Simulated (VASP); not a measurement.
# Pt (P2_1/m) in VASP: single point with LDA

Aim: the single point of Pt with LDA.

Program: VASP 6.6.1. These are calculated values, not measurements. Logs are shortened: lines on timing, memory, paths and dates and some standing lists are left out, and cuts for length are marked.

### 1 The cell of the first run

The structure is monoclinic, space group P2_1/m (No. 11). The conventional cell has a = 2.708 Å, b = 4.677 Å, c = 2.708 Å, α = 90.00°, β = 120.00°, γ = 90.00°. Within 3.5 Å of Pt (site symmetry m) lie 12 Pt at 2.69 to 2.94 Å.

### 2 Single point, LDA (atoms displaced along several vibrational modes)

The input, INCAR:

```
  ALGO = Fast
  EDIFF = 1E-6
  ENCUT = 520
  GGA = CA
  ISIF = 2
  ISMEAR = 0
  LASPH = T
  LCHARG = T
  LELF = T
  LREAL = F
  LVHAR = T
  LWAVE = F
  NBANDS = 28
  NELM = 60
  PREC = Accurate
  SIGMA = 0.15
```

The input, KPOINTS:

```
k-points
0
Gamma
  18 18 6
```

The input, POSCAR:

```
Pt
1.0
    2.7082945870      0.0000000000      0.0000000000
   -1.3541472935      2.3454519133      0.0000000000
    0.0000000000      0.0000000000      9.3530207388
Pt
4
Direct
    0.6600368222      0.3776744684      0.3750000000
    0.6600368222      0.3776744684      0.8750000000
    0.3399631778      0.6223255316      0.1250000000
    0.3399631778      0.6223255316      0.6250000000
```

Potentials or basis: VASP PAW LDA potentials, release 64 (Pt).

Command:

```sh
$ cat potpaw_LDA.64/Pt/POTCAR > POTCAR
$ mpirun -np 1 vasp_std > vasp.out
```

OUTCAR:

```text
EDIFF = 1E-6
   ENCUT = 520
   GGA = CA
   ISIF = 2
   ISMEAR = 0
   LASPH = T
   LREAL = F
   NELM = 60
   PREC = Accurate

 ion  position               nearest neighbor table
   1  0.660  0.378  0.375-   3 2.69   4 2.69   3 2.84   4 2.84   3 2.94   4 2.94
   2  0.660  0.378  0.875-   3 2.69   4 2.69   3 2.84   4 2.84   3 2.94   4 2.94
   3  0.340  0.622  0.125-   1 2.69   2 2.69   1 2.84   2 2.84   1 2.94   2 2.94
   4  0.340  0.622  0.625-   1 2.69   2 2.69   1 2.84   2 2.84   1 2.94   2 2.94

  LATTYP: Found a hexagonal cell.
 ALAT       =     2.7082945870
 C/A-ratio  =     3.4534724486

  Lattice vectors:

 A1 = (   2.7082945870,   0.0000000000,   0.0000000000)
 A2 = (  -1.3541472935,   2.3454519133,   0.0000000000)
 A3 = (   0.0000000000,   0.0000000000,   9.3530207388)

Analysis of symmetry for initial positions (statically):
=====================================================================
 Subroutine PRICEL returns following result:

  LATTYP: Found a hexagonal cell.
 ALAT       =     2.7082945870
 C/A-ratio  =     1.7267362243

  Lattice vectors:

 A1 = (   2.7082945870,   0.0000000000,   0.0000000000)
 A2 = (  -1.3541472935,   2.3454519133,   0.0000000000)
 A3 = (   0.0000000000,   0.0000000000,   4.6765103694)

   2 primitive cells build up your supercell.

 Routine SETGRP: Setting up the symmetry group for a
 hexagonal supercell.

 Subroutine GETGRP returns: Found  4 space group operations
 (whereof  2 operations were pure point group operations)
 out of a pool of 24 trial point group operations.

The static configuration has the point symmetry S_2 .
 The point group associated with its full space group is C_2h.

Analysis of symmetry for dynamics (positions and initial velocities):
=====================================================================
 Subroutine PRICEL returns following result:

  LATTYP: Found a hexagonal cell.
 ALAT       =     2.7082945870
 C/A-ratio  =     1.7267362243

  Lattice vectors:

 A1 = (   2.7082945870,   0.0000000000,   0.0000000000)
[... 96 lines left out ...]
   number of dos      NEDOS =    301   number of ions     NIONS =      4
   total plane-waves  NPLWV =  28000
   dimension x,y,z NGX =    20 NGY =   20 NGZ =   70
   dimension x,y,z NGXF=    40 NGYF=   40 NGZF=  140
   ions per type =               4
   NGX,Y,Z   is equivalent  to a cutoff of  12.28, 12.28, 12.44 a.u.
   NGXF,Y,Z  is equivalent  to a cutoff of  24.55, 24.55, 24.88 a.u.
 SYSTEM =  unknown system
   PREC   = accura    normal or accurate (medium, high low for compatibility)
   ISTART =      0    job   : 0-new  1-cont  2-samecut
   ICHARG =      2    charge: 1-file 2-atom 10-const
   ISPIN  =      1    spin polarized calculation?
   LNONCOLLINEAR =      F non collinear calculations
   LSORBIT =      F    spin-orbit coupling
   LASPH  =      T    aspherical Exc in radial PAW
   ENCUT  =  520.0 eV  38.22 Ry    6.18 a.u.   5.04  5.04 17.39*2*pi/ulx,y,z
   NELM   =     60;   NELMIN=  2; NELMDL= -5     # of ELM steps
   EDIFF  = 0.1E-05   stopping-criterion for ELM
   LREAL  =      F    real-space projection
[... 7 lines left out ...]
   TEBEG  =    0.0;   TEEND  =   0.0 temperature during run
   PSTRESS=    0.0 pullay stress
   NELECT =      40.0000    total number of electrons
   NUPDOWN=      -1.0000    fix difference up-down
   EMIN   =  10.00;   EMAX   =-10.00  energy-range for DOS
   EFERMI =   0.00;   METHOD = LEGACY
   ISMEAR =     0;   SIGMA  =   0.15  broadening in eV -4-tet -1-fermi 0-gaus
   EFERMI_NEDOS =   21; number of points for ismear=-14 and -15
   IALGO  =     68    algorithm
   IMIX   =      4    mixing-type and parameters
     AMIX     =   0.40;   BMIX     =  1.00
     AMIX_MAG =   1.60;   BMIX_MAG =  1.00
  volume/ion in A,a.u.               =      14.85       100.23
  Fermi-wavevector in a.u.,A,eV,Ry     =   1.434840  2.711454 28.011198  2.058765
  Thomas-Fermi vector in A             =   2.554204
   LORBIT       =      0    0 simple, 1 ext, 2 COOP (PROOUT), +10 PAW based schemes
   GGA     = CA    functional components
   LHFCALC =     F    Hartree Fock is set to
   AEXX    =    0.0000 exact exchange contribution
   IVDW    =     0    specifies the selected vdW correction
   LEPSILON=     F    determine dielectric tensor
   LRPA    =     F    only Hartree local field effects (RPA)
 non-spin polarized calculation
 RMM-DIIS sequential band-by-band and
 Gauss-broadening in eV      SIGMA  =   0.15
  energy-cutoff  :      520.00
  volume of cell :       59.41
 maximum number of plane-waves:      1629
   NGX = 11   NGY = 11   NGZ = 35

 number of electron      40.0000000 magnetization

 Free energy of the ion-electron system (eV)
  ---------------------------------------------------
  ext. energy  EPLUGINS =         0.00000000
  ---------------------------------------------------
  free energy    TOTEN  =       -29.78580292 eV

  energy without entropy =      -29.72174113  energy(sigma->0) =      -29.75377202

 E-fermi :  11.4136     XC(G=0): -13.7687

 val. band max:       11.4129721488   @ k =   0.0000   0.0000   0.3333
 cond. band min:      11.4146427316   @ k =   0.0000   0.2778   0.1667
 fundamental gap:      0.0016705829
 Fermi energy:        11.4135963173

 k-point     1 :       0.0000    0.0000    0.0000
  band No.  band energies     occupation
      1       1.0227      2.00000
      2       2.8591      2.00000
      3       2.8591      2.00000
      4       3.7406      2.00000
      5       6.8224      2.00000
      6       6.9559      2.00000
[... 733 lines left out ...]
     27      18.6639      0.00000
     28      18.9933      0.00000

 [... further k-points ...]

------------------------ aborting loop because EDIFF is reached ----------------------------------------

  FORCE on cell =-STRESS in cart. coord.  units (eV):
  Direction    XX          YY          ZZ          XY          YZ          ZX
  --------------------------------------------------------------------------------------
  -------------------------------------------------------------------------------------
  Total        0.6218972      0.2497341      1.2475018     -0.4929716      0.0000000      0.0000000
  in kB       16.7708419      6.7346349     33.6416606    -13.2940765      0.0000000      0.0000000
  external PRESSURE =      19.0490458 kB  Pullay stress =       0.0000000 kB

 VOLUME and BASIS-vectors are now :
 -----------------------------------------------------------------------------
  energy-cutoff  :      520.00
  volume of cell :       59.41
      direct lattice vectors                 reciprocal lattice vectors
     2.708294587  0.000000000  0.000000000     0.369236052  0.213178534  0.000000000
    -1.354147294  2.345451913  0.000000000     0.000000000  0.426357068  0.000000000
     0.000000000  0.000000000  9.353020739     0.000000000  0.000000000  0.106917329

 POSITION                                       TOTAL-FORCE (eV/Angst)
 -----------------------------------------------------------------------------------
      1.27615      0.88582      3.50738         0.217436      0.029581     -0.000000
      1.27615      0.88582      8.18389         0.217436      0.029581      0.000000
      0.07800      1.45963      1.16913        -0.217436     -0.029581      0.000000
      0.07800      1.45963      5.84564        -0.217436     -0.029581     -0.000000
 -----------------------------------------------------------------------------------
    total drift:                               -0.000000      0.000000     -0.000000

  FREE ENERGIE OF THE ION-ELECTRON SYSTEM (eV)
  ---------------------------------------------------
  free  energy   TOTEN  =       -29.7858029162 eV

  energy  without entropy=      -29.7217411319  energy(sigma->0) =      -29.75377202
```

OSZICAR:

```text
N       E                     dE             d eps       ncg     rms          rms(c)
DAV:   1     0.242968781024E+03    0.24297E+03   -0.20788E+04 36736   0.139E+03
DAV:   2    -0.241340891240E+02   -0.26710E+03   -0.25567E+03 40744   0.311E+02
DAV:   3    -0.314792448127E+02   -0.73452E+01   -0.71927E+01 41968   0.500E+01
DAV:   4    -0.315362588178E+02   -0.57014E-01   -0.56955E-01 40100   0.449E+00
DAV:   5    -0.315368149299E+02   -0.55611E-03   -0.55609E-03 40312   0.485E-01    0.279E+01
RMM:   6    -0.299754140917E+02    0.15614E+01   -0.27022E+00 36741   0.102E+01    0.145E+01
RMM:   7    -0.298127216733E+02    0.16269E+00   -0.88226E-01 37387   0.539E+00    0.367E+00
RMM:   8    -0.297885673420E+02    0.24154E-01   -0.18243E-01 37252   0.282E+00    0.176E+00
RMM:   9    -0.297856737442E+02    0.28936E-02   -0.11077E-02 39070   0.649E-01    0.213E-01
RMM:  10    -0.297858171975E+02   -0.14345E-03   -0.14304E-03 39662   0.176E-01    0.213E-01
RMM:  11    -0.297858070569E+02    0.10141E-04   -0.15543E-04 39950   0.646E-02    0.135E-01
RMM:  12    -0.297858005341E+02    0.65228E-05   -0.57317E-05 39573   0.428E-02    0.158E-01
RMM:  13    -0.297858035418E+02   -0.30078E-05   -0.12341E-05 37346   0.184E-02    0.149E-01
RMM:  14    -0.297858029162E+02    0.62568E-06   -0.29232E-06 26241   0.898E-03
   1 F= -.29785803E+02 E0= -.29753772E+02  d E =-.640618E-01
```

stdout:

```text
POSCAR found type information on POSCAR Pt
 POSCAR found :  1 types and       4 ions
 scaLAPACK will be used
 LDA part: xc-table for (Slater(with rela. corr.)+CA(PZ))
 , standard interpolation
 POSCAR, INCAR and KPOINTS ok, starting setup
 FFT: planning ... GRIDC
 FFT: planning ... GRID_SOFT
 FFT: planning ... GRID
 WAVECAR not read
 entering main loop
```

It took 18 min on 1 thread of Intel Xeon Platinum 8259CL at 2.50GHz (Skylake/Cascade Lake), shared host; peak memory 0.79 GiB.

What came out:

| Property | Result |
| --- | --- |
| Free energy | -29.7858 eV |
| Pressure | 1.9 GPa |
| Largest force | 0.219 eV/Å |
| Band gap on the k mesh | zero (bands 20 and 21 overlap by 1.47 eV) |

Forces on the atoms (eV/Å):
```
Pt   0.217  0.030  0.000
Pt   0.217  0.030  0.000
Pt  -0.217 -0.030  0.000
Pt  -0.217 -0.030  0.000
```

Caveat: the cell differs from its parent crystal (atoms displaced along several vibrational modes); spin-orbit coupling is left out, which moves the levels of the heavy elements.
